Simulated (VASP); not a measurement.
# AlN (so) (P6_3mc) in VASP: single point with PBEsol

Aim: the single point of AlN (so) with PBEsol.

All numbers are computed with VASP 6.6.1; they aren't measurements. Logs are shortened: lines on timing, memory, paths and dates and some standing lists are left out, and cuts for length are marked.

### 1 The cell of the first run

It takes space group P6_3mc (No. 186, hexagonal). The conventional cell has a = 3.114 Å, b = 3.114 Å, c = 4.984 Å, α = 90.00°, β = 90.00°, γ = 120.00°. Within 2.5 Å of Al (site symmetry 3m) lie 4 N at 1.89 to 1.90 Å. Within 2.5 Å of N (site symmetry 3m) lie 4 Al at 1.89 to 1.90 Å.

### 2 Single point, PBEsol, non-collinear spin, zero start, spin-orbit coupling

The input, INCAR:

```
SYSTEM = AlN
PREC     = Accurate       ! precision mode
ENCUT    = 600            ! plane-wave cutoff, eV
EDIFF    = 1E-6           ! SCF threshold, eV
ISMEAR   = 0              ! smearing method
SIGMA    = 0.02           ! smearing width, eV
LREAL    = .FALSE.        ! projectors in reciprocal space
LASPH    = .TRUE.         ! aspherical terms in the spheres
NELM     = 200            ! most SCF steps
ALGO     = Normal         ! electronic algorithm
ISIF     = 2              ! what is computed and relaxed
LWAVE    = .FALSE.        ! write WAVECAR
LCHARG   = .FALSE.        ! write CHGCAR
MAGMOM   = 0 0 0 0 0 0 0 0 0 0 0 0 ! initial moments
LORBIT   = 11             ! projections on sites
LSORBIT  = .TRUE.         ! spin-orbit coupling
GGA_COMPAT= .FALSE.      
LORBMOM  = .TRUE.       
GGA      = PS             ! functional
NBANDS   = 30             ! bands
```

The input, KPOINTS:

```
regular mesh
0
G
  9 9 6
  0 0 0
```

The input, POSCAR:

```
AlN
1.0
    3.1138256079      0.0000000000      0.0000000000
   -1.5569128040      2.6966520794      0.0000000000
    0.0000000000      0.0000000000      4.9835502232
Al N
2 2
Direct
    0.6666666667      0.3333333333      0.4990061281
    0.3333333333      0.6666666667     -0.0009938719
    0.6666666667      0.3333333333      0.8809938719
    0.3333333333      0.6666666667      0.3809938719
```

Potentials or basis: VASP PAW PBE potentials, release 64 (Al, N).

Started as:

```
$ cat potpaw_PBE.64/Al/POTCAR potpaw_PBE.64/N/POTCAR > POTCAR
$ mpirun -np 1 vasp_ncl > vasp.out
```

OUTCAR:

```text
SYSTEM = AlN
   PREC = Accurate
   ENCUT = 600
   EDIFF = 1E-6
   ISMEAR = 0
   LREAL = .FALSE.
   LASPH = .TRUE.
   NELM = 200
   ISIF = 2
   LORBIT = 11
   LSORBIT = .TRUE.
   GGA = PS

 ion  position               nearest neighbor table
   1  0.667  0.333  0.499-   4 1.89   4 1.89   4 1.89   3 1.90   2 3.07   2 3.07   2 3.07   2 3.07
                             2 3.07   2 3.07
   2  0.333  0.667  0.999-   3 1.89   3 1.89   3 1.89   4 1.90   1 3.07   1 3.07   1 3.07   1 3.07
                             1 3.07   1 3.07
   3  0.667  0.333  0.881-   2 1.89   2 1.89   2 1.89   1 1.90
   4  0.333  0.667  0.381-   1 1.89   1 1.89   1 1.89   2 1.90

  LATTYP: Found a hexagonal cell.
 ALAT       =     3.1138256079
 C/A-ratio  =     1.6004590015

  Lattice vectors:

 A1 = (   3.1138256079,   0.0000000000,   0.0000000000)
 A2 = (  -1.5569128040,   2.6966520794,   0.0000000000)
 A3 = (   0.0000000000,   0.0000000000,   4.9835502232)

Analysis of symmetry for initial positions (statically):
=====================================================================
 Subroutine PRICEL returns:
 Original cell was already a primitive cell.

 Routine SETGRP: Setting up the symmetry group for a
 hexagonal supercell.

 Subroutine GETGRP returns: Found 12 space group operations
 (whereof  6 operations were pure point group operations)
 out of a pool of 24 trial point group operations.

The static configuration has the point symmetry C_3v.
 The point group associated with its full space group is C_6v.

Analysis of symmetry for dynamics (positions and initial velocities):
=====================================================================
 Subroutine PRICEL returns:
 Original cell was already a primitive cell.

 Routine SETGRP: Setting up the symmetry group for a
 hexagonal supercell.

 Subroutine GETGRP returns: Found 12 space group operations
 (whereof  6 operations were pure point group operations)
 out of a pool of 24 trial point group operations.

The dynamic configuration has the point symmetry C_3v.
 The point group associated with its full space group is C_6v.

Analysis of structural, dynamic, and magnetic symmetry:
=====================================================================
 Subroutine PRICEL returns:
 Original cell was already a primitive cell.

 Routine SETGRP: Setting up the symmetry group for a
 hexagonal supercell.

 Subroutine GETGRP returns: Found 12 space group operations
 (whereof  6 operations were pure point group operations)
 out of a pool of 24 trial point group operations.

The overall configuration has the point symmetry C_3v.
 The point group associated with its full space group is C_6v.

 Subroutine INISYM returns: Found 12 space group operations
 (whereof  6 operations are pure point group operations),
 and found     1 'primitive' translations

----------------------------------------------------------------------------------------

                                     Primitive cell

  volume of cell :      41.8464

  direct lattice vectors                    reciprocal lattice vectors
     3.113825608  0.000000000  0.000000000     0.321148364  0.185415094  0.000000000
    -1.556912804  2.696652079  0.000000000     0.000000000  0.370830189  0.000000000
     0.000000000  0.000000000  4.983550223     0.000000000  0.000000000  0.200660163

  length of vectors
     3.113825608  3.113825608  4.983550223     0.370830189  0.370830189  0.200660163

  position of ions in fractional coordinates (direct lattice)
     0.666666667  0.333333333  0.499006128
     0.333333333  0.666666667  0.999006128
     0.666666667  0.333333333  0.880993872
     0.333333333  0.666666667  0.380993872

  ion indices of the primitive-cell ions
   primitive index   ion index
                 1           1
                 2           2
                 3           3
                 4           4

[... 114 lines left out ...]

 Free energy of the ion-electron system (eV)
  ---------------------------------------------------
  ext. energy  EPLUGINS =         0.00000000
  ---------------------------------------------------
  free energy    TOTEN  =       -31.31584281 eV

  energy without entropy =      -31.31584281  energy(sigma->0) =      -31.31584281

 E-fermi :   6.1586     XC(G=0): -11.0993

 val. band max:        6.0507486323   @ k =   0.0000   0.0000   0.0000
 cond. band min:      10.1614407473   @ k =   0.0000   0.0000   0.0000
 fundamental gap:      4.1106921150
 Fermi energy:         6.1585947727

 k-point     1 :       0.0000    0.0000    0.0000
  band No.  band energies     occupation
      1      -9.1117      1.00000
      2      -9.1117      1.00000
      3      -6.9321      1.00000
      4      -6.9321      1.00000
      5       0.0000      1.00000
      6       0.0000      1.00000
[... 733 lines left out ...]
     27      18.0904      0.00000
     28      18.0913      0.00000

 [... further k-points ...]

 [bands above 28 left out]

------------------------ aborting loop because EDIFF is reached ----------------------------------------

  FORCE on cell =-STRESS in cart. coord.  units (eV):
  Direction    XX          YY          ZZ          XY          YZ          ZX
  --------------------------------------------------------------------------------------
  -------------------------------------------------------------------------------------
  Total       -0.0436978     -0.0436978     -0.0410254      0.0000000      0.0000000      0.0000000
  in kB       -1.6730641     -1.6730641     -1.5707431      0.0000000      0.0000000      0.0000000
  external PRESSURE =      -1.6389571 kB  Pullay stress =       0.0000000 kB

 VOLUME and BASIS-vectors are now :
 -----------------------------------------------------------------------------
  energy-cutoff  :      600.00
  volume of cell :       41.85
      direct lattice vectors                 reciprocal lattice vectors
     3.113825608  0.000000000  0.000000000     0.321148364  0.185415094  0.000000000
    -1.556912804  2.696652079  0.000000000     0.000000000  0.370830189  0.000000000
     0.000000000  0.000000000  4.983550223     0.000000000  0.000000000  0.200660163

 POSITION                                       TOTAL-FORCE (eV/Angst)
 -----------------------------------------------------------------------------------
      1.55691      0.89888      2.48682        -0.000000      0.000000     -0.000341
     -0.00000      1.79777      4.97860         0.000000     -0.000000     -0.000341
      1.55691      0.89888      4.39048         0.000000      0.000000      0.000341
     -0.00000      1.79777      1.89870        -0.000000      0.000000      0.000341
 -----------------------------------------------------------------------------------
    total drift:                               -0.000000      0.000000      0.000651

  FREE ENERGIE OF THE ION-ELECTRON SYSTEM (eV)
  ---------------------------------------------------
  free  energy   TOTEN  =       -31.3158428128 eV

  energy  without entropy=      -31.3158428128  energy(sigma->0) =      -31.31584281

 orbital moment (x)

 # of ion     p       tot
 --------------------------------
  1        -0.000  -0.000
  2         0.000   0.000
  3        -0.000  -0.000
  4         0.000   0.000
 --------------------------------
           -0.000  -0.000

 orbital moment (y)

 # of ion     p       tot
 --------------------------------
  1        -0.000  -0.000
  2         0.000   0.000
  3         0.000   0.000
  4        -0.000  -0.000
 --------------------------------
            0.000   0.000

 orbital moment (z)

 # of ion     p       tot
 --------------------------------
  1         0.000   0.000
  2        -0.000  -0.000
  3        -0.000  -0.000
  4        -0.000  -0.000
 --------------------------------
           -0.000  -0.000

 Spin-Orbit-Coupling matrix elements

 Ion:    1  E_soc:     -0.0001011
 l=   1
     0.0000000    -0.0000167    -0.0000171
    -0.0000167     0.0000000    -0.0000167
    -0.0000171    -0.0000167     0.0000000
 l=   2
     0.0000000     0.0000000     0.0000000     0.0000000     0.0000000
     0.0000000     0.0000000     0.0000000     0.0000000     0.0000000
     0.0000000     0.0000000     0.0000000     0.0000000     0.0000000
     0.0000000     0.0000000     0.0000000     0.0000000     0.0000000
     0.0000000     0.0000000     0.0000000     0.0000000     0.0000000
 l=   3
     0.0000000     0.0000000     0.0000000     0.0000000     0.0000000     0.0000000     0.0000000
     0.0000000     0.0000000     0.0000000     0.0000000     0.0000000     0.0000000     0.0000000
     0.0000000     0.0000000     0.0000000     0.0000000     0.0000000     0.0000000     0.0000000
     0.0000000     0.0000000     0.0000000     0.0000000     0.0000000     0.0000000     0.0000000
[... 49 lines left out ...]
 l=   2
     0.0000000     0.0000000     0.0000000     0.0000000     0.0000000
     0.0000000     0.0000000     0.0000000     0.0000000     0.0000000
     0.0000000     0.0000000     0.0000000     0.0000000     0.0000000
     0.0000000     0.0000000     0.0000000     0.0000000     0.0000000
     0.0000000     0.0000000     0.0000000     0.0000000     0.0000000
 l=   3
     0.0000000     0.0000000     0.0000000     0.0000000     0.0000000     0.0000000     0.0000000
     0.0000000     0.0000000     0.0000000     0.0000000     0.0000000     0.0000000     0.0000000
     0.0000000     0.0000000     0.0000000     0.0000000     0.0000000     0.0000000     0.0000000
     0.0000000     0.0000000     0.0000000     0.0000000     0.0000000     0.0000000     0.0000000
     0.0000000     0.0000000     0.0000000     0.0000000     0.0000000     0.0000000     0.0000000
     0.0000000     0.0000000     0.0000000     0.0000000     0.0000000     0.0000000     0.0000000
     0.0000000     0.0000000     0.0000000     0.0000000     0.0000000     0.0000000     0.0000000

 total charge

# of ion       s       p       d       tot
------------------------------------------
    1        0.369   0.441   0.000   0.810
    2        0.369   0.441   0.000   0.810
    3        1.214   2.618   0.000   3.832
    4        1.214   2.618   0.000   3.832
--------------------------------------------------
tot          3.166   6.118   0.000   9.284

 magnetization (x)

# of ion       s       p       d       tot
------------------------------------------
    1        0.000   0.000   0.000   0.000
    2       -0.000   0.000   0.000   0.000
    3        0.000  -0.000   0.000  -0.000
    4       -0.000   0.000   0.000   0.000
--------------------------------------------------
tot          0.000   0.000   0.000   0.000

 magnetization (y)

# of ion       s       p       d       tot
------------------------------------------
    1        0.000  -0.000   0.000  -0.000
    2        0.000   0.000   0.000   0.000
    3        0.000   0.000   0.000   0.000
    4        0.000   0.000   0.000   0.000
--------------------------------------------------
tot          0.000  -0.000   0.000  -0.000

 magnetization (z)

# of ion       s       p       d       tot
------------------------------------------
    1       -0.000  -0.000   0.000  -0.000
    2       -0.000  -0.000   0.000  -0.000
    3        0.000   0.000   0.000   0.000
    4       -0.000   0.000   0.000  -0.000
--------------------------------------------------
tot         -0.000  -0.000   0.000  -0.000
```

Wall time 8 min (1 thread of AMD EPYC 7R13, shared host); peak memory 0.35 GiB.

Results:

* Free energy: -31.3158 eV
* Pressure: -0.2 GPa
* Net moment: 0.00 μB per cell
* Valence electrons inside the program's atomic spheres: Al 0.81; N 3.83

Moments on the atoms (μB; x, y, z):
```
Al  0.00 0.00 0.00
Al  0.00 0.00 0.00
N   0.00 0.00 0.00
N   0.00 0.00 0.00
```

Caveat: the PAW data sets were made with another functional, which shifts forces and pressure a little.
